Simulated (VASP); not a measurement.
TiB2: relaxation of shape and atoms at fixed volume with r2SCAN

TiB2:

```
Ti B
1.0
     3.07994    0.00000    0.00000
    -1.53997    2.66731    0.00000
     0.00000    0.00000    3.29434
Ti B
1 2
Direct
  0.00000 0.00000 0.00000
  0.33333 0.66667 0.50000
  0.66667 0.33333 0.50000
```

This cell differs from its parent crystal: volume scaled by 1.06.

```json
{
 "Program": "VASP 6.6.1",
 "Task": "relaxation of shape and atoms at fixed volume",
 "Functional": "r2SCAN",
 "Potentials or basis": "VASP PAW PBE potentials, release 64 (Ti_sv, B)",
 "Cutoff": "600 eV",
 "k mesh": "15 × 15 × 14",
 "Occupations": "gaussian, width 0.1 eV",
 "Spin": "no spin polarisation",
 "Dipole correction": "no",
 "Further INCAR settings": "ALGO = Normal; EDIFF = 1e-07; IBRION = 2; EDIFFG = -0.01; NSW = 50; ISIF = 4"
}
```

```
Energy gained by relaxing : 0.1 meV/atom
Ionic steps               : 2
Pressure after relaxing   : -12.7 GPa
Band gap on the k mesh    : zero (band 9 reaches 9.99 eV, above the bottom of band 10 at 9.41 eV)
```

The path:
```tsv
step	energy change (eV)	largest force (eV/Å)	pressure (GPa)	volume (Å³)
1	0.0000	0.0000	-12.85	27.06
2	-0.0004	0.0000	-12.68	27.06
```

Final structure:
```
CELL_PARAMETERS angstrom
3.07511 0.00000 0.00000
-1.53756 2.66313 0.00000
0.00000 0.00000 3.30470
ATOMIC_POSITIONS crystal
Ti 0.00000 0.00000 0.00000
B 0.33333 0.66667 0.50000
B 0.66667 0.33333 0.50000
```

Levels at points of the mesh, in eV from the Fermi level:
| k point | band 7 | band 8 | band 9 | band 10 | band 11 | band 12 |
| --- | --- | --- | --- | --- | --- | --- |
| (0.00, 0.00, 0.00) | -2.62 | -2.62 | -2.11 | 1.80 | 1.80 | 3.52 |
| (0.00, 0.00, 0.50) | -0.62 | -0.62 | -0.18 | -0.18 | 0.41 | 0.41 |

Run time: 7.8 min on 1 thread of AMD EPYC 9R45 96-Core Processor (Zen 5), on a shared host, peak memory 0.21 GiB.

Caveat: the cell differs from its parent crystal (volume scaled by 1.06); the PAW data sets were made with another functional, which shifts forces and pressure a little.
